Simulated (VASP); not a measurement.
Input of a VASP 6.6.1 run:

File INCAR:

```
SYSTEM = AlP
  PREC = Accurate
  ENCUT = 500
  EDIFF = 1E-6
  ISMEAR = 0
  SIGMA = 0.01
  LREAL = .FALSE.
  LASPH = .TRUE.
  NELM = 120
  ALGO = Normal
  ISIF = 2
  LWAVE = .FALSE.
  LCHARG = .FALSE.
  GGA = PE
  NBANDS = 11
  GGA_COMPAT = .FALSE.
```

File KPOINTS:

```
regular mesh
0
G
  6 6 6
  0 0 0
```

File POSCAR:

```
AlP
1.0
    0.0000000000      2.6803982583      2.6803982583
    2.6803982583      0.0000000000      2.6803982583
    2.6803982583      2.6803982583      0.0000000000
Al P
1 1
Direct
    0.0000000000      0.0000000000      0.0000000000
    0.2500000000      0.2500000000      0.2500000000
```

Potentials or basis: VASP PAW PBE potentials, release 64 (Al, P).

Command:

```console
$ cat potpaw_PBE.64/Al/POTCAR potpaw_PBE.64/P/POTCAR > POTCAR
$ mpirun -np 1 vasp_std > vasp.out
```

Q: Predict the pressure.

A: 7.9 GPa.

Q: Estimate the band gap on the k mesh.

A: 1.46 eV, indirect (least direct gap 3.68 eV).

A k mesh can miss the band edges.
